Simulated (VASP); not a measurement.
Here is a VASP 6.6.1 calculation.

INCAR

```
PREC = Accurate
ENCUT = 500
EDIFF = 1E-6
ISMEAR = 0
SIGMA = 0.01
LREAL = F
LASPH = T
NELM = 120
ALGO = Normal
ISIF = 2
LWAVE = F
LCHARG = T
GGA = CA
LELF = T
LVHAR = T
NBANDS = 11
GGA_COMPAT = F
```

File KPOINTS:

```
regular mesh
0
Gamma
  7 7 7
```

File POSCAR:

```
AlAs
1.0
    0.0000000000      2.8379010000      2.8379010000
    2.8379010000      0.0000000000      2.8379010000
    2.8379010000      2.8379010000      0.0000000000
Al As
1 1
Direct
    0.0000000000      0.0000000000      0.0000000000
    0.7500000000      0.7500000000      0.7500000000
```

Potentials or basis: VASP PAW LDA potentials, release 64 (Al, As).

Run with:

```bash
$ cat potpaw_LDA.64/Al/POTCAR potpaw_LDA.64/As/POTCAR > POTCAR
$ mpirun -np 1 vasp_std > vasp.out
```

(1) Estimate the pressure.

(2) Predict the band gap on the k mesh.

Results:

(1) -1.5 GPa.

(2) 1.46 eV, indirect (least direct gap 1.82 eV).
